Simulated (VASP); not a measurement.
Runs of VASP 6.6.1 on FeO. The structure is that of space group Fm-3m (No. 225), or close to it. The cells are those of the table. 

```csv
level,potentials or basis,U,cell,cutoff (eV),second run,gap on the mesh (eV),pressure (GPa),moment (μB)
PBE+U,"VASP PAW PBE potentials, release 64 (Fe_sv, O)",Fe d U = 2.0 eV,"a = 3.047 Å, angles 60.0°, 2 atoms",600,valence_matched,none,-1.8,4.00
PBE,"VASP PAW PBE potentials, release 64 (Fe, O)",-,"a = 3.116 Å, angles 60.0°, 2 atoms",520,-,none,-10.8,4.00
PBE,"VASP PAW PBE potentials, release 64 (Fe, O)",-,"a = 2.990 Å, angles 60.0°, 2 atoms",520,-,none,12.2,4.00
PBE,"VASP PAW PBE potentials, release 64 (Fe, O)",-,"a = 3.047 Å, angles 60.0°, 2 atoms",520,-,none,(b),4.00
PBE,"VASP PAW PBE potentials, release 64 (Fe, O)",-,"a = 3.067 Å, angles 60.0°, 2 atoms",520,-,none,(a),4.00
```

Alike in all rows: task single point; spin collinear, ferromagnetic start; k mesh 14 × 14 × 14; smearing gaussian 0.05 eV.

**Question.** Fill in the values left out.

**Answer.** (a) -3.5; (b) 0.1.

Caveats: a cell with one magnetic atom can't hold antiferromagnetic order, which such compounds often take; semilocal functionals often make such compounds metallic where correlation or magnetic order opens a gap, which also shifts bond lengths (some runs).

A gap of «none» marks levels without a gap at the run's occupations.

The runs don't all hold the same shells in valence.
